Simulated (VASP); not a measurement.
Zr:

```xyz
2
Lattice="3.2392 0.0000 0.0000 -1.6196 2.8053 0.0000 0.0000 0.0000 5.1722" Properties=species:S:1:pos:R:3 pbc="T T T"
Zr    0.0000    1.8702    1.2931
Zr    1.6196    0.9351    3.8792
```

| Item | Value |
| --- | --- |
| Program | VASP 6.6.1 |
| Task | relaxation of cell and atoms |
| Functional | PBE |
| Dispersion | D3(BJ) |
| Potentials or basis | VASP PAW PBE potentials, release 64 (Zr_sv) |
| Cutoff | 600 eV |
| k mesh | 15 × 15 × 8 |
| Occupations | gaussian, width 0.1 eV |
| Spin | no spin polarisation |

At the start: pressure -4.1 GPa; volume 23.50 Å³/atom.

**Question.** Where does the relaxation end?

**Answer.** Over 12 steps the energy falls by 14.0 meV/atom and the volume is 22.45 Å³/atom (-4.5 %); space group P6_3/mmc (No. 194, to 0.1 Å) before and after.

Step by step:
| step | energy change (eV) | largest force (eV/Å) | pressure (GPa) | volume (Å³) |
| --- | --- | --- | --- | --- |
| 1 | 0.0000 | 0.0000 | -4.15 | 47.00 |
| 2 | -0.0001 | 0.0000 | 4.71 | 42.98 |
| 3 | -0.0278 | 0.0000 | 0.01 | 44.94 |
| 4 | -0.0278 | 0.0000 | -0.12 | 44.98 |
| 5 | -0.0280 | 0.0000 | -0.11 | 44.97 |
| 6 | -0.0281 | 0.0000 | -0.12 | 44.96 |
| 7 | -0.0280 | 0.0000 | -0.11 | 44.95 |
| 8 | -0.0281 | 0.0000 | -0.10 | 44.96 |
| 9 | -0.0281 | 0.0000 | 0.13 | 44.86 |
| 10 | -0.0281 | 0.0000 | -0.04 | 44.90 |
| 11 | -0.0281 | 0.0000 | 0.03 | 44.89 |
| 12 | -0.0281 | 0.0000 | 0.02 | 44.90 |

Final structure:
```yaml
crystal:
  lattice:
    - [3.18367, 0.00000, 0.00000]
    - [-1.59183, 2.75714, 0.00000]
    - [0.00000, 0.00000, 5.11483]
  atoms:
    - { symbol: Zr, position: [0.33333, 0.66667, 0.25000] }
    - { symbol: Zr, position: [0.66667, 0.33333, 0.75000] }
```
